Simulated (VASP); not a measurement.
# ZnS (Fm-3m) in VASP: notebook

ZnS is run at these levels: PBE; tasks: single point.

Program: VASP 6.6.1. These are calculated values, not measurements. Logs are shortened: lines on timing, memory, paths and dates and some standing lists are left out, and cuts for length are marked.

## 1. The cell of the first run

It takes space group Fm-3m (No. 225, cubic). The conventional cell has a = 5.104 Å, b = 5.104 Å, c = 5.104 Å, α = 90.00°, β = 90.00°, γ = 90.00°. S (site symmetry m-3m) has 6 Zn at 2.55 Å within 3.4 Å. Within 3.4 Å of Zn (site symmetry m-3m) lie 6 S at 2.55 Å.

## 2. Single point, PBE

The input, INCAR:

```
SYSTEM = ZnS
ALGO = Normal
EDIFF = 1E-6
ENCUT = 520
GGA = PE
ISIF = 2
ISMEAR = 0
LASPH = .TRUE.
LCHARG = .FALSE.
LREAL = .FALSE.
LWAVE = .FALSE.
NBANDS = 16
NELM = 80
PREC = Accurate
SIGMA = 0.05
```

The input, KPOINTS:

```
k-points
0
G
  12 12 12
  0 0 0
```

The input, POSCAR:

```
ZnS
1.0
    0.0000000000      2.5518606541      2.5518606541
    2.5518606541      0.0000000000      2.5518606541
    2.5518606541      2.5518606541      0.0000000000
S Zn
1 1
Direct
    0.0000000000      0.0000000000      0.0000000000
    0.5000000000      0.5000000000      0.5000000000
```

Potentials or basis: VASP PAW PBE potentials, release 64 (S, Zn).

Run with:

```
$ cat potpaw_PBE.64/S/POTCAR potpaw_PBE.64/Zn/POTCAR > POTCAR
$ mpirun -np 1 vasp_std > vasp.out
```

OUTCAR:

```text
SYSTEM = ZnS
   EDIFF = 1E-6
   ENCUT = 520
   GGA = PE
   ISIF = 2
   ISMEAR = 0
   LASPH = .TRUE.
   LREAL = .FALSE.
   NELM = 80
   PREC = Accurate

 ion  position               nearest neighbor table
   1  0.000  0.000  0.000-   2 2.55   2 2.55   2 2.55   2 2.55   2 2.55   2 2.55
   2  0.500  0.500  0.500-   1 2.55   1 2.55   1 2.55   1 2.55   1 2.55   1 2.55

  LATTYP: Found a face centered cubic cell.
 ALAT       =     5.1037213082

  Lattice vectors:

 A1 = (   0.0000000000,   2.5518606541,   2.5518606541)
 A2 = (   2.5518606541,   0.0000000000,   2.5518606541)
 A3 = (   2.5518606541,   2.5518606541,   0.0000000000)

Analysis of symmetry for initial positions (statically):
=====================================================================
 Subroutine PRICEL returns:
 Original cell was already a primitive cell.

 Routine SETGRP: Setting up the symmetry group for a
 face centered cubic supercell.

 Subroutine GETGRP returns: Found 48 space group operations
 (whereof 48 operations were pure point group operations)
 out of a pool of 48 trial point group operations.

The static configuration has the point symmetry O_h .

Analysis of symmetry for dynamics (positions and initial velocities):
=====================================================================
 Subroutine PRICEL returns:
 Original cell was already a primitive cell.

 Routine SETGRP: Setting up the symmetry group for a
 face centered cubic supercell.

 Subroutine GETGRP returns: Found 48 space group operations
 (whereof 48 operations were pure point group operations)
 out of a pool of 48 trial point group operations.

The dynamic configuration has the point symmetry O_h .

 Subroutine INISYM returns: Found 48 space group operations
 (whereof 48 operations are pure point group operations),
 and found     1 'primitive' translations

----------------------------------------------------------------------------------------

                                     Primitive cell

  volume of cell :      33.2354

  direct lattice vectors                    reciprocal lattice vectors
     0.000000000  2.551860654  2.551860654    -0.195935463  0.195935463  0.195935463
     2.551860654  0.000000000  2.551860654     0.195935463 -0.195935463  0.195935463
     2.551860654  2.551860654  0.000000000     0.195935463  0.195935463 -0.195935463

  length of vectors
     3.608875946  3.608875946  3.608875946     0.339370178  0.339370178  0.339370178

  position of ions in fractional coordinates (direct lattice)
     0.000000000  0.000000000  0.000000000
     0.500000000  0.500000000  0.500000000

  ion indices of the primitive-cell ions
   primitive index   ion index
                 1           1
                 2           2

----------------------------------------------------------------------------------------

 KPOINTS: k-points

Automatic generation of k-mesh.
 Grid dimensions read from file:
 generate k-points for:   12   12   12

 Generating k-lattice:

  Cartesian coordinates                     Fractional coordinates (reciprocal lattice)
    -0.016327955  0.016327955  0.016327955     0.083333333  0.000000000  0.000000000
     0.016327955 -0.016327955  0.016327955     0.000000000  0.083333333  0.000000000
     0.016327955  0.016327955 -0.016327955     0.000000000  0.000000000  0.083333333

  Length of vectors
     0.028280848  0.028280848  0.028280848

  Shift w.r.t. Gamma in fractional coordinates (k-lattice)
     0.000000000  0.000000000  0.000000000

 Subroutine IBZKPT returns following result:
 ===========================================

 Found     72 irreducible k-points:

 Following reciprocal coordinates:
            Coordinates               Weight
  0.000000  0.000000  0.000000      1.000000
  0.083333  0.000000  0.000000      8.000000
  0.166667  0.000000  0.000000      8.000000
  0.250000  0.000000  0.000000      8.000000
  0.333333  0.000000  0.000000      8.000000
  0.416667  0.000000  0.000000      8.000000
[... 16 lines left out ...]
  0.500000  0.166667  0.000000     24.000000
 -0.416667  0.166667  0.000000     24.000000
 [... further k-points ...]
   k-points           NKPTS =     72   k-points in BZ     NKDIM =     72   number of bands    NBANDS=     16
   number of dos      NEDOS =    301   number of ions     NIONS =      2
   total plane-waves  NPLWV =  21952
   dimension x,y,z NGX =    28 NGY =   28 NGZ =   28
   dimension x,y,z NGXF=    56 NGYF=   56 NGZF=   56
   ions per type =               1   1
   NGX,Y,Z   is equivalent  to a cutoff of  12.90, 12.90, 12.90 a.u.
   NGXF,Y,Z  is equivalent  to a cutoff of  25.80, 25.80, 25.80 a.u.
 SYSTEM =  ZnS
   PREC   = accura    normal or accurate (medium, high low for compatibility)
   ISTART =      0    job   : 0-new  1-cont  2-samecut
   ICHARG =      2    charge: 1-file 2-atom 10-const
   ISPIN  =      1    spin polarized calculation?
   LNONCOLLINEAR =      F non collinear calculations
   LSORBIT =      F    spin-orbit coupling
   LASPH  =      T    aspherical Exc in radial PAW
   ENCUT  =  520.0 eV  38.22 Ry    6.18 a.u.   6.71  6.71  6.71*2*pi/ulx,y,z
   NELM   =     80;   NELMIN=  2; NELMDL= -5     # of ELM steps
   EDIFF  = 0.1E-05   stopping-criterion for ELM
   LREAL  =      F    real-space projection
[... 7 lines left out ...]
   TEBEG  =    0.0;   TEEND  =   0.0 temperature during run
   PSTRESS=    0.0 pullay stress
   NELECT =      18.0000    total number of electrons
   NUPDOWN=      -1.0000    fix difference up-down
   EMIN   =  10.00;   EMAX   =-10.00  energy-range for DOS
   EFERMI =   0.00;   METHOD = LEGACY
   ISMEAR =     0;   SIGMA  =   0.05  broadening in eV -4-tet -1-fermi 0-gaus
   EFERMI_NEDOS =   21; number of points for ismear=-14 and -15
   IALGO  =     38    algorithm
   IMIX   =      4    mixing-type and parameters
     AMIX     =   0.40;   BMIX     =  1.00
     AMIX_MAG =   1.60;   BMIX_MAG =  1.00
  volume/ion in A,a.u.               =      16.62       112.14
  Fermi-wavevector in a.u.,A,eV,Ry     =   1.334439  2.521724 24.228266  1.780727
  Thomas-Fermi vector in A             =   2.463220
   LORBIT       =      0    0 simple, 1 ext, 2 COOP (PROOUT), +10 PAW based schemes
   GGA     = PE    functional components
   LHFCALC =     F    Hartree Fock is set to
   AEXX    =    0.0000 exact exchange contribution
   IVDW    =     0    specifies the selected vdW correction
   LEPSILON=     F    determine dielectric tensor
   LRPA    =     F    only Hartree local field effects (RPA)
 non-spin polarized calculation
 Gauss-broadening in eV      SIGMA  =   0.05
  energy-cutoff  :      520.00
  volume of cell :       33.24
 maximum number of plane-waves:       934
   NGX = 13   NGY = 13   NGZ = 13

 number of electron      18.0000002 magnetization

 Free energy of the ion-electron system (eV)
  ---------------------------------------------------
  ext. energy  EPLUGINS =         0.00000000
  ---------------------------------------------------
  free energy    TOTEN  =        -6.21479938 eV

  energy without entropy =       -6.21444170  energy(sigma->0) =       -6.21462054

 E-fermi :   3.8344     XC(G=0): -10.7861

 val. band max:        3.7969359447   @ k =  -0.1667   0.1667   0.0000
 cond. band min:       3.8702008323   @ k =   0.4167   0.4167   0.0000
 fundamental gap:      0.0732648877
 Fermi energy:         3.8344242869

 k-point     1 :       0.0000    0.0000    0.0000
  band No.  band energies     occupation
      1      -9.9571      2.00000
      2      -2.4635      2.00000
      3      -2.4635      2.00000
      4      -2.4493      2.00000
      5      -2.4493      2.00000
      6      -2.4493      2.00000
[... 8 lines left out ...]
     15      15.3237      0.00000
     16      15.3237      0.00000

 k-point     2 :       0.0833    0.0000    0.0000
  band No.  band energies     occupation
      1      -9.8764      2.00000
      2      -2.4850      2.00000
      3      -2.4850      2.00000
      4      -2.4593      2.00000
      5      -2.4401      2.00000
      6      -2.4401      2.00000
[... 8 lines left out ...]
     15      14.1669      0.00000
     16      15.2661      0.00000

 k-point     3 :       0.1667    0.0000    0.0000
  band No.  band energies     occupation
      1      -9.6421      2.00000
      2      -2.5464      2.00000
      3      -2.5464      2.00000
      4      -2.4962      2.00000
      5      -2.4113      2.00000
      6      -2.4113      2.00000
[... 8 lines left out ...]
     15      14.0409      0.00000
     16      15.0148      0.00000

 k-point     4 :       0.2500    0.0000    0.0000
  band No.  band energies     occupation
      1      -9.2808      2.00000
      2      -2.6284      2.00000
      3      -2.6284      2.00000
      4      -2.5887      2.00000
      5      -2.3711      2.00000
      6      -2.3710      2.00000
[... 8 lines left out ...]
     15      14.8203      0.00000
     16      14.9832      0.00000

 k-point     5 :       0.3333    0.0000    0.0000
  band No.  band energies     occupation
      1      -8.8511      2.00000
      2      -2.8007      2.00000
      3      -2.7082      2.00000
      4      -2.7082      2.00000
      5      -2.3303      2.00000
      6      -2.3303      2.00000
[... 8 lines left out ...]
     15      15.9443      0.00000
     16      15.9443      0.00000

 k-point     6 :       0.4167    0.0000    0.0000
  band No.  band energies     occupation
      1      -8.4681      2.00000
      2      -3.1331      2.00000
      3      -2.7652      2.00000
      4      -2.7652      2.00000
      5      -2.3002      2.00000
      6      -2.3002      2.00000
[... 8 lines left out ...]
     15      17.1953      0.00000
     16      17.1953      0.00000
[... 267 lines left out ...]
 k-point    21 :       0.3333    0.1667    0.0000
  band No.  band energies     occupation
      1      -8.9357      2.00000
      2      -2.8148      2.00000
      3      -2.5559      2.00000
      4      -2.5503      2.00000
      5      -2.3658      2.00000
      6      -2.3243      2.00000
[... 8 lines left out ...]
     15      17.0392      0.00000
     16      17.5840      0.00000

 k-point    22 :       0.4167    0.1667    0.0000
  band No.  band energies     occupation
      1      -8.5571      2.00000
      2      -2.8930      2.00000
      3      -2.6365      2.00000
      4      -2.6301      2.00000
      5      -2.3293      2.00000
      6      -2.2916      2.00000
[... 8 lines left out ...]
     15      18.0141      0.00000
     16      18.3126      0.00000

 k-point    23 :       0.5000    0.1667    0.0000
  band No.  band energies     occupation
      1      -8.2750      2.00000
      2      -3.0051      2.00000
      3      -2.6991      2.00000
      4      -2.6962      2.00000
      5      -2.2960      2.00000
      6      -2.2809      2.00000
[... 8 lines left out ...]
     15      18.1839      0.00000
     16      19.1996      0.00000

 k-point    24 :      -0.4167    0.1667    0.0000
  band No.  band energies     occupation
      1      -8.2249      2.00000
      2      -3.0688      2.00000
      3      -2.7413      2.00000
      4      -2.6723      2.00000
      5      -2.2924      2.00000
      6      -2.2753      2.00000
[... 8 lines left out ...]
     15      17.0390      0.00000
     16      18.3795      0.00000

 [... further k-points ...]

------------------------ aborting loop because EDIFF is reached ----------------------------------------

  FORCE on cell =-STRESS in cart. coord.  units (eV):
  Direction    XX          YY          ZZ          XY          YZ          ZX
  --------------------------------------------------------------------------------------
  -------------------------------------------------------------------------------------
  Total        0.0217519      0.0217519      0.0217519      0.0000000     -0.0000000      0.0000000
  in kB        1.0485927      1.0485927      1.0485927      0.0000000     -0.0000000      0.0000000
  external PRESSURE =       1.0485927 kB  Pullay stress =       0.0000000 kB

 VOLUME and BASIS-vectors are now :
 -----------------------------------------------------------------------------
  energy-cutoff  :      520.00
  volume of cell :       33.24
      direct lattice vectors                 reciprocal lattice vectors
     0.000000000  2.551860654  2.551860654    -0.195935463  0.195935463  0.195935463
     2.551860654  0.000000000  2.551860654     0.195935463 -0.195935463  0.195935463
     2.551860654  2.551860654  0.000000000     0.195935463  0.195935463 -0.195935463

 POSITION                                       TOTAL-FORCE (eV/Angst)
 -----------------------------------------------------------------------------------
      0.00000      0.00000      0.00000        -0.000000     -0.000000     -0.000000
      2.55186      2.55186      2.55186         0.000000      0.000000      0.000000
 -----------------------------------------------------------------------------------
    total drift:                                0.000000      0.000000      0.000000

  FREE ENERGIE OF THE ION-ELECTRON SYSTEM (eV)
  ---------------------------------------------------
  free  energy   TOTEN  =        -6.2147993815 eV

  energy  without entropy=       -6.2144416975  energy(sigma->0) =       -6.21462054
```

Run time: 49 s. Hardware: 1 thread of Intel Xeon Platinum 8259CL at 2.50GHz (Skylake/Cascade Lake), shared host; peak memory 0.18 GiB.

What came out:

```yaml
Free_energy: -6.2148 eV
Pressure: 0.1 GPa
Band_gap_on_the_k_mesh: zero (band 9 reaches 3.80 eV, above the bottom of band 10 at 3.50 eV)
```

Levels at points of the mesh, in eV from the Fermi level:
| k point | band 7 | band 8 | band 9 | band 10 | band 11 | band 12 |
| --- | --- | --- | --- | --- | --- | --- |
| (0.00, 0.00, 0.00) | -0.61 | -0.61 | -0.61 | 1.75 | 9.03 | 9.03 |
| (0.50, 0.00, 0.00) | -5.36 | -0.12 | -0.12 | 3.84 | 5.56 | 5.56 |
| (0.50, 0.50, 0.00) | -5.18 | -2.51 | -2.51 | -0.33 | 5.42 | 11.71 |

(Continued in part 2 of 2.)
